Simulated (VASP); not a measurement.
**Mg2BeSeO2: relaxation of cell and atoms with PBE**

The system is Mg2BeSeO2.

```
Mg Be Se O
1.0
     2.75360   -6.16238    0.00000
     2.75360    6.16238    0.00000
     0.00000    0.00000    2.76161
Mg Be Se O
2 1 1 2
Direct
  0.76683 0.23317 0.00000
  0.23317 0.76683 0.00000
  0.50000 0.50000 0.50000
  0.00000 0.00000 0.00000
  0.50000 0.00000 0.50000
  0.00000 0.50000 0.50000
```

The cell was generated, and may not be a known phase.

```
Program                : VASP 6.6.1
Task                   : relaxation of cell and atoms
Functional             : PBE
Potentials or basis    : VASP PAW PBE potentials, release 64 (Mg, Be, Se, O)
Cutoff                 : 600 eV
k mesh                 : 8 × 8 × 14
Occupations            : gaussian, width 0.1 eV
Spin                   : no spin polarisation
Dipole correction      : no
Further INCAR settings : ALGO = Normal; EDIFF = 1e-06; IBRION = 2; EDIFFG = -0.01; NSW = 100; ISIF = 3
```

* Relaxed volume: 15.55 Å³/atom
* Relaxed cell: a = 6.722 Å, b = 6.722 Å, c = 2.813 Å, α = 90.00°, β = 90.00°, γ = 132.76°
* Space group after relaxing (to 0.1 Å): Cmmm (No. 65)
* Energy gained by relaxing: 9.4 meV/atom
* Ionic steps: 11
* Pressure after relaxing: 0.0 GPa
* Largest force after relaxing: 0.007 eV/Å
* Band gap on the k mesh: zero (bands 12 and 13 overlap by 1.57 eV)

Forces on the atoms (eV/Å):
```
Mg   0.000 -0.007  0.000
Mg   0.000  0.007  0.000
Be   0.000  0.000  0.000
Se   0.000  0.000  0.000
O    0.000  0.000  0.000
O    0.000  0.000  0.000
```

Step by step:
```
step  energy change (eV)  largest force (eV/Å)  pressure (GPa)  volume (Å³)
   1              0.0000                0.1808            0.28        93.72
   2             -0.0385                0.2108           -0.56        94.08
   3             -0.0394                0.2116           -0.72        94.13
   4             -0.0455                0.1959            0.13        93.20
   5             -0.0461                0.1893            0.51        92.80
   6             -0.0515                0.1286            0.36        92.77
   7             -0.0553                0.0042            0.11        92.71
   8             -0.0554                0.0095            0.13        92.72
   9             -0.0557                0.0080            0.04        92.92
  10             -0.0561                0.0045           -0.15        93.34
  11             -0.0562                0.0073           -0.03        93.33
```

Final structure:
```
Mg Be Se O
1.0
     2.69331   -6.15934    0.00000
     2.69331    6.15934    0.00000
     0.00000    0.00000    2.81293
Mg Be Se O
2 1 1 2
Direct
  0.77293 0.22707 0.00000
  0.22707 0.77293 0.00000
  0.50000 0.50000 0.50000
  0.00000 0.00000 0.00000
  0.50000 0.00000 0.50000
  0.00000 0.50000 0.50000
```

Levels at points of the mesh, in eV from the Fermi level:
```csv
k point,band 8,band 9,band 10,band 11,band 12,band 13,band 14,band 15,band 16
"(0.00, 0.00, 0.00)",-0.91,-0.85,-0.64,-0.56,-0.11,2.84,3.55,4.27,6.03
"(0.50, 0.00, 0.00)",-2.11,-0.90,-0.60,-0.60,1.26,1.75,2.62,3.62,5.89
"(0.50, 0.50, 0.00)",-1.32,-1.31,-0.64,-0.56,-0.11,1.80,3.54,6.31,6.98
"(0.00, 0.00, 0.50)",-1.55,-1.04,-0.87,-0.68,0.01,0.23,2.07,3.04,4.72
"(0.50, 0.00, 0.50)",-1.88,-1.82,-1.13,-0.90,-0.79,1.08,2.82,4.61,5.42
"(0.50, 0.50, 0.50)",-1.27,-0.78,-0.68,-0.63,0.03,0.14,2.41,2.82,3.81
```

It took 18 min on 1 thread of Intel(R) Xeon(R) 6975P-C (Granite Rapids), on a shared host, peak memory 0.58 GiB.
